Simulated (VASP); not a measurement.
# CdSe (P6_3mc) in VASP: a series of runs

Runs on CdSe. Level: r2SCAN. Tasks: single point.

All numbers are computed with VASP 6.6.1; they aren't measurements. Logs are shortened: lines on timing, memory, paths and dates and some standing lists are left out, and cuts for length are marked.

## (1) The cell of the first run

Symmetry: P6_3mc, No. 186, hexagonal system. The conventional cell has a = 4.319 Å, b = 4.319 Å, c = 7.041 Å, α = 90.00°, β = 90.00°, γ = 120.00°. Within 3.5 Å of Cd (site symmetry 3m) lie 4 Se at 2.64 to 2.65 Å. Within 3.5 Å of Se (site symmetry 3m) lie 4 Cd at 2.64 to 2.65 Å.

## (2) Single point, r2SCAN (strain -0.5%)

POSCAR

```
CdSe
1.0
    4.3190200477      0.0000000000      0.0000000000
   -2.1595100239      3.7403810808      0.0000000000
    0.0000000000      0.0000000000      7.0412627492
Cd Se
2 2
Direct
    0.3333333333      0.6666666667     -0.0004760039
    0.6666666667      0.3333333333      0.4995239961
    0.3333333333      0.6666666667      0.3754760039
    0.6666666667      0.3333333333      0.8754760039
```

INCAR.step1

```
SYSTEM = CdSe
PREC = Accurate
ENCUT = 520
ISMEAR = 0
SIGMA = 0.01
LREAL = .False.
LASPH = .True.
NELM = 80
NBANDS = 26
GGA = PE
ALGO = Normal
EDIFF = 1E-4
LWAVE = .True.
LCHARG = .False.
```

INCAR.step2

```
SYSTEM = CdSe
PREC = Accurate
ENCUT = 520
EDIFF = 1E-6
ISMEAR = 0
SIGMA = 0.01
LREAL = .False.
LASPH = .True.
NELM = 80
ALGO = Normal
ISIF = 2
LWAVE = .False.
LCHARG = .False.
METAGGA = R2SCAN
LMIXTAU = .True.
NBANDS = 26
ISTART = 1
```

KPOINTS

```
Automatic mesh
0
Gamma
  12 12 4
  0 0 0
```

Potentials or basis: VASP PAW PBE potentials, release 64 (Cd, Se).

Started as:

```bash
cat potpaw_PBE.64/Cd/POTCAR potpaw_PBE.64/Se/POTCAR > POTCAR
cp INCAR.step1 INCAR
mpirun -np 1 vasp_std > vasp.out
cp INCAR.step2 INCAR
mpirun -np 1 vasp_std > vasp.out
```

OUTCAR:

```text
SYSTEM = CdSe
   PREC = Accurate
   ENCUT = 520
   EDIFF = 1E-6
   ISMEAR = 0
   LREAL = .False.
   LASPH = .True.
   NELM = 80
   ISIF = 2
   METAGGA = R2SCAN
   ISTART = 1

 ion  position               nearest neighbor table
   1  0.333  0.667  1.000-   4 2.64   4 2.64   4 2.64   3 2.65
   2  0.667  0.333  0.500-   3 2.64   3 2.64   3 2.64   4 2.65
   3  0.333  0.667  0.375-   2 2.64   2 2.64   2 2.64   1 2.65
   4  0.667  0.333  0.875-   1 2.64   1 2.64   1 2.64   2 2.65

  LATTYP: Found a hexagonal cell.
 ALAT       =     4.3190200477
 C/A-ratio  =     1.6302917494

  Lattice vectors:

 A1 = (   4.3190200477,   0.0000000000,   0.0000000000)
 A2 = (  -2.1595100239,   3.7403810808,   0.0000000000)
 A3 = (   0.0000000000,   0.0000000000,   7.0412627492)

Analysis of symmetry for initial positions (statically):
=====================================================================
 Subroutine PRICEL returns:
 Original cell was already a primitive cell.

 Routine SETGRP: Setting up the symmetry group for a
 hexagonal supercell.

 Subroutine GETGRP returns: Found 12 space group operations
 (whereof  6 operations were pure point group operations)
 out of a pool of 24 trial point group operations.

The static configuration has the point symmetry C_3v.
 The point group associated with its full space group is C_6v.

Analysis of symmetry for dynamics (positions and initial velocities):
=====================================================================
 Subroutine PRICEL returns:
 Original cell was already a primitive cell.

 Routine SETGRP: Setting up the symmetry group for a
 hexagonal supercell.

 Subroutine GETGRP returns: Found 12 space group operations
 (whereof  6 operations were pure point group operations)
 out of a pool of 24 trial point group operations.

The dynamic configuration has the point symmetry C_3v.
 The point group associated with its full space group is C_6v.

 Subroutine INISYM returns: Found 12 space group operations
 (whereof  6 operations are pure point group operations),
 and found     1 'primitive' translations

----------------------------------------------------------------------------------------

                                     Primitive cell

  volume of cell :     113.7501

  direct lattice vectors                    reciprocal lattice vectors
     4.319020048  0.000000000  0.000000000     0.231534003  0.133676219  0.000000000
    -2.159510024  3.740381081  0.000000000     0.000000000  0.267352438  0.000000000
[... 90 lines left out ...]
   LREAL  =      F    real-space projection
   EDIFFG = 0.1E-04   stopping-criterion for IOM
   NSW    =      0    number of steps for IOM
   IBRION =     -1    ionic relax: 0-MD 1-quasi-New 2-CG
   NFREE  =      0    steps in history (QN), initial steepest desc. (CG)
   ISIF   =      2    stress and relaxation
   ISYM   =      2    0-nonsym 1-usesym 2-fastsym
   POTIM  = 0.5000    time-step for ionic-motion
   TEBEG  =    0.0;   TEEND  =   0.0 temperature during run
   PSTRESS=    0.0 pullay stress
   NELECT =      36.0000    total number of electrons
   NUPDOWN=      -1.0000    fix difference up-down
   EMIN   =  10.00;   EMAX   =-10.00  energy-range for DOS
   EFERMI =   0.00;   METHOD = LEGACY
   ISMEAR =     0;   SIGMA  =   0.01  broadening in eV -4-tet -1-fermi 0-gaus
   EFERMI_NEDOS =   21; number of points for ismear=-14 and -15
   IALGO  =     38    algorithm
   IMIX   =      4    mixing-type and parameters
     AMIX     =   0.40;   BMIX     =  1.00
     AMIX_MAG =   1.60;   BMIX_MAG =  1.00
  volume/ion in A,a.u.               =      28.44       191.91
  Fermi-wavevector in a.u.,A,eV,Ry     =   1.115643  2.108259 16.934608  1.244659
  Thomas-Fermi vector in A             =   2.252249
   LORBIT       =      0    0 simple, 1 ext, 2 COOP (PROOUT), +10 PAW based schemes
   METAGGA = R2SCAN    functional components
   LHFCALC =     F    Hartree Fock is set to
   AEXX    =    0.0000 exact exchange contribution
   IVDW    =     0    specifies the selected vdW correction
   LEPSILON=     F    determine dielectric tensor
   LRPA    =     F    only Hartree local field effects (RPA)
 non-spin polarized calculation
 Gauss-broadening in eV      SIGMA  =   0.01
  energy-cutoff  :      520.00
  volume of cell :      113.75
 maximum number of plane-waves:      3090
   NGX = 17   NGY = 17   NGZ = 27

 number of electron      35.9999997 magnetization

 Free energy of the ion-electron system (eV)
  ---------------------------------------------------
  ext. energy  EPLUGINS =         0.00000000
  ---------------------------------------------------
  free energy    TOTEN  =       -71.82590465 eV

  energy without entropy =      -71.82590465  energy(sigma->0) =      -71.82590465

 E-fermi :   0.6025     XC(G=0):  -9.3684

 val. band max:        0.5590131151   @ k =   0.0000   0.0000   0.0000
 cond. band min:       1.6899141577   @ k =   0.0000   0.0000   0.0000
 fundamental gap:      1.1309010426
 Fermi energy:         0.6025192757

 k-point     1 :       0.0000    0.0000    0.0000
  band No.  band energies     occupation
      1     -12.4035      2.00000
      2     -12.0279      2.00000
      3      -7.5617      2.00000
      4      -7.5558      2.00000
      5      -7.5558      2.00000
      6      -7.4842      2.00000
[... 685 lines left out ...]
     25       8.5654      0.00000
     26       9.7143      0.00000

 [... further k-points ...]

------------------------ aborting loop because EDIFF is reached ----------------------------------------

  FORCE on cell =-STRESS in cart. coord.  units (eV):
  Direction    XX          YY          ZZ          XY          YZ          ZX
  --------------------------------------------------------------------------------------
  -------------------------------------------------------------------------------------
  Total        0.7406562      0.7406562      0.7669400     -0.0000000      0.0000000      0.0000000
  in kB       10.4321925     10.4321925     10.8024017     -0.0000000      0.0000000      0.0000000
  external PRESSURE =      10.5555956 kB  Pullay stress =       0.0000000 kB

 VOLUME and BASIS-vectors are now :
 -----------------------------------------------------------------------------
  energy-cutoff  :      520.00
  volume of cell :      113.75
      direct lattice vectors                 reciprocal lattice vectors
     4.319020048  0.000000000  0.000000000     0.231534003  0.133676219  0.000000000
    -2.159510024  3.740381081  0.000000000     0.000000000  0.267352438  0.000000000
     0.000000000  0.000000000  7.041262749     0.000000000  0.000000000  0.142019981

 POSITION                                       TOTAL-FORCE (eV/Angst)
 -----------------------------------------------------------------------------------
     -0.00000      2.49359      7.03791         0.000000     -0.000000      0.000758
      2.15951      1.24679      3.51728         0.000000      0.000000      0.000758
     -0.00000      2.49359      2.64383        -0.000000     -0.000000     -0.000758
      2.15951      1.24679      6.16446        -0.000000     -0.000000     -0.000758
 -----------------------------------------------------------------------------------
    total drift:                               -0.000000      0.000000     -0.003750

  FREE ENERGIE OF THE ION-ELECTRON SYSTEM (eV)
  ---------------------------------------------------
  free  energy   TOTEN  =       -71.8259046462 eV

  energy  without entropy=      -71.8259046462  energy(sigma->0) =      -71.82590465
```

OUTCAR.step1:

```text
SYSTEM = CdSe
   PREC = Accurate
   ENCUT = 520
   ISMEAR = 0
   LREAL = .False.
   LASPH = .True.
   NELM = 80
[... 926 lines left out ...]
      2.15951      1.24679      3.51728        -0.000000      0.000000      0.002698
     -0.00000      2.49359      2.64383         0.000000     -0.000000     -0.002698
      2.15951      1.24679      6.16446        -0.000000      0.000000     -0.002698
 -----------------------------------------------------------------------------------
    total drift:                               -0.000000     -0.000000      0.000019

  FREE ENERGIE OF THE ION-ELECTRON SYSTEM (eV)
  ---------------------------------------------------
  free  energy   TOTEN  =       -10.9505015134 eV

  energy  without entropy=      -10.9505015134  energy(sigma->0) =      -10.95050151
```

Wall time 3.1 min (1 thread of Intel Xeon 6975P-C (Granite Rapids), shared host); peak memory 0.33 GiB.

Results:

```yaml
Free_energy: -71.8259 eV
Pressure: 1.1 GPa
Band_gap_on_the_k_mesh: 1.13 eV, direct
```

Caveat: the cell differs from its parent crystal (strain -0.5%); the PAW data sets were made with another functional, which shifts forces and pressure a little. A k mesh can miss the band edges.

## (3) Single point, r2SCAN

This run uses another cell than the first one, of 28.87 Å³/atom, 1.015 times its volume.

POSCAR

```
CdSe
1.0
    4.3407236660      0.0000000000      0.0000000000
   -2.1703618330      3.7591769656      0.0000000000
    0.0000000000      0.0000000000      7.0766459791
Cd Se
2 2
Direct
    0.3333333333      0.6666666667     -0.0004760039
    0.6666666667      0.3333333333      0.4995239961
    0.3333333333      0.6666666667      0.3754760039
    0.6666666667      0.3333333333      0.8754760039
```

INCAR.step1

```
  PREC = Accurate
  ENCUT = 520
  ISMEAR = 0
  SIGMA = 0.01
  LREAL = F
  LASPH = T
  NELM = 60
  NBANDS = 26
  GGA = PE
  ALGO = Normal
  EDIFF = 1E-4
  LWAVE = T
  LCHARG = F
```

INCAR.step2

```
  PREC = Accurate
  ENCUT = 520
  EDIFF = 1E-6
  ISMEAR = 0
  SIGMA = 0.01
  LREAL = F
  LASPH = T
  NELM = 60
  ALGO = Normal
  ISIF = 2
  LWAVE = F
  LCHARG = F
  METAGGA = R2SCAN
  LMIXTAU = T
  NBANDS = 26
  ISTART = 1
```

KPOINTS

```
regular mesh
0
Gamma
  12 12 4
```

Potentials or basis: VASP PAW PBE potentials, release 64 (Cd, Se).

Started as:

```bash
cat potpaw_PBE.64/Cd/POTCAR potpaw_PBE.64/Se/POTCAR > POTCAR
cp INCAR.step1 INCAR
mpirun -np 1 vasp_std > vasp.out
cp INCAR.step2 INCAR
mpirun -np 1 vasp_std > vasp.out
```

OUTCAR:

```text
PREC = Accurate
   ENCUT = 520
   EDIFF = 1E-6
   ISMEAR = 0
   LREAL = F
   LASPH = T
   NELM = 60
   ISIF = 2
   METAGGA = R2SCAN
   ISTART = 1

 ion  position               nearest neighbor table
   1  0.333  0.667  1.000-   4 2.66   4 2.66   4 2.66   3 2.66
   2  0.667  0.333  0.500-   3 2.66   3 2.66   3 2.66   4 2.66
   3  0.333  0.667  0.375-   2 2.66   2 2.66   2 2.66   1 2.66
   4  0.667  0.333  0.875-   1 2.66   1 2.66   1 2.66   2 2.66

  LATTYP: Found a hexagonal cell.
[... 897 lines left out ...]
  Direction    XX          YY          ZZ          XY          YZ          ZX
  --------------------------------------------------------------------------------------
  -------------------------------------------------------------------------------------
  Total        0.1645815      0.1645815      0.1869437      0.0000000      0.0000000      0.0000000
  in kB        2.2835426      2.2835426      2.5938147      0.0000000      0.0000000      0.0000000
  external PRESSURE =       2.3869666 kB  Pullay stress =       0.0000000 kB

 VOLUME and BASIS-vectors are now :
 -----------------------------------------------------------------------------
  energy-cutoff  :      520.00
  volume of cell :      115.47
      direct lattice vectors                 reciprocal lattice vectors
     4.340723666  0.000000000  0.000000000     0.230376333  0.133007838  0.000000000
    -2.170361833  3.759176966  0.000000000     0.000000000  0.266015676  0.000000000
     0.000000000  0.000000000  7.076645979     0.000000000  0.000000000  0.141309881

 POSITION                                       TOTAL-FORCE (eV/Angst)
 -----------------------------------------------------------------------------------
     -0.00000      2.50612      7.07328         0.000000     -0.000000     -0.000538
      2.17036      1.25306      3.53495        -0.000000      0.000000     -0.000538
     -0.00000      2.50612      2.65711         0.000000      0.000000      0.000538
      2.17036      1.25306      6.19543        -0.000000     -0.000000      0.000538
 -----------------------------------------------------------------------------------
    total drift:                               -0.000000      0.000000     -0.003053

  FREE ENERGIE OF THE ION-ELECTRON SYSTEM (eV)
  ---------------------------------------------------
  free  energy   TOTEN  =       -71.8328867455 eV

  energy  without entropy=      -71.8328867455  energy(sigma->0) =      -71.83288675
```

OUTCAR.step1:

```text
PREC = Accurate
   ENCUT = 520
   ISMEAR = 0
   LREAL = F
[... 927 lines left out ...]
     -0.00000      2.50612      7.07328         0.000000     -0.000000      0.001487
      2.17036      1.25306      3.53495        -0.000000      0.000000      0.001487
     -0.00000      2.50612      2.65711        -0.000000      0.000000     -0.001487
      2.17036      1.25306      6.19543         0.000000     -0.000000     -0.001487
 -----------------------------------------------------------------------------------
    total drift:                               -0.000000     -0.000000      0.000538

  FREE ENERGIE OF THE ION-ELECTRON SYSTEM (eV)
  ---------------------------------------------------
  free  energy   TOTEN  =       -10.9735647864 eV

  energy  without entropy=      -10.9735647864  energy(sigma->0) =      -10.97356479
```

Run time: 3.1 min. Hardware: 1 thread of Intel Xeon 6975P-C (Granite Rapids), shared host; peak memory 0.33 GiB.

What came out:

* Free energy: -71.8329 eV
* Pressure: 0.2 GPa
* Band gap on the k mesh: 1.09 eV, direct

Levels at points of the mesh, in eV from the valence-band top:
```csv
k point,band 15,band 16,band 17,band 18,band 19,band 20,band 21,band 22
"(0.00, 0.00, 0.00)",-0.74,-0.04,0.00,0.00,1.09,2.64,6.38,6.38
"(0.50, 0.00, 0.00)",-2.58,-1.80,-1.28,-0.73,3.63,3.71,5.10,6.55
"(0.00, 0.00, 0.50)",-0.38,-0.38,-0.38,-0.38,2.78,2.78,6.27,6.27
"(0.50, 0.00, 0.50)",-1.31,-1.31,-1.31,-1.31,3.33,3.33,5.27,5.27
```

Caveat: the PAW data sets were made with another functional, which shifts forces and pressure a little.

[end of part 1 of 2]
